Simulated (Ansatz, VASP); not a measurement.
Two plane-wave programs on HgTe

```xyz
2
Lattice="0.0000 3.2235 3.4814 3.2235 0.0000 3.4814 3.2235 3.2235 0.0000" Properties=species:S:1:pos:R:3 pbc="T T T"
Hg    0.0000    0.0000    0.0000
Te    4.8353    4.8353    5.2221
```

Change from the starting cell: strain +0.000 along x and y, +0.080 along z, atoms carried along.

Alike in both runs: task single point; functional PBEsol; k mesh 14 × 14 × 14; occupations gaussian, width 0.15 eV; no spin polarisation.

```csv
,VASP,Ansatz
version,VASP 6.6.1,Ansatz 0.2.0
potentials or method,"VASP PAW PBE potentials, release 64 (Hg, Te), cutoff 520 eV","scalar-relativistic, plane waves, PAW"
valence electrons in the cell,18,36
```

```csv
,VASP,Ansatz,Ansatz less VASP
gap on the k mesh at the Fermi level (eV),none,none,-
pressure (GPa),-1.8,-1.9,-0.09
"traceless stress, the component that is largest in VASP (GPa)",-0.99,-0.99,-0.001
```

VASP's potentials were made for PBE, not for PBEsol. A gap of «none» marks a metal or a gap that the smearing closes. VASP's potentials hold 18 valence electrons a cell and Ansatz's 36, so a difference there can come from the potentials and not from the codes.

Spin-orbit coupling is off throughout.
